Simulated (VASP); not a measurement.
A run of VASP 6.6.1 is set up as follows.

File INCAR:

```
SYSTEM = HPt3
ALGO = Normal
DIPOL = 0.5 0.5 0.343
EDIFF = 1E-6
EDIFFG = -0.025
ENCUT = 520
GGA = PS
IBRION = 2
IDIPOL = 3
ISIF = 2
ISMEAR = 0
LASPH = .True.
LCHARG = .False.
LDIPOL = .True.
LREAL = .False.
LWAVE = .False.
NELM = 80
NSW = 36
PREC = Accurate
SIGMA = 0.1
```

Contents of KPOINTS:

```
k-points
0
Gamma
  10 10 1
  0 0 0
```

POSCAR

```
HPt3
1.0
    2.7704032196      0.0000000000      0.0000000000
    0.0000000000      2.7704032196      0.0000000000
    0.0000000000      0.0000000000     19.2978325186
Pt H
3 1
Selective dynamics
Direct
    0.5000000000      0.5000000000      0.2072771642  F F F
    0.0000000000      0.0000000000      0.3057065440  F F F
    0.5000000000      0.5000000000      0.4040781529  F F F
    0.6666666667      1.0000000000      0.4536616593  F F T
```

Potentials or basis: VASP PAW PBE potentials, release 64 (Pt, H).

Run with:

```sh
$ cat potpaw_PBE.64/Pt/POTCAR potpaw_PBE.64/H/POTCAR > POTCAR
$ mpirun -np 1 vasp_std > vasp.out
```

Estimate the band gap on the k mesh.

zero (an odd number of electrons rules out a gap without spin polarisation).

Predict the energy gained by relaxing.

1.3 meV/atom.

Final structure:
```
Pt H
1.0
     2.77040    0.00000    0.00000
     0.00000    2.77040    0.00000
     0.00000    0.00000   19.29783
Pt H
3 1
Direct
  0.50000 0.50000 0.20728
  0.00000 0.00000 0.30571
  0.50000 0.50000 0.40408
  0.66667 0.00000 0.45577
```

Caveat: spin-orbit coupling is left out, which moves the levels of the heavy elements.
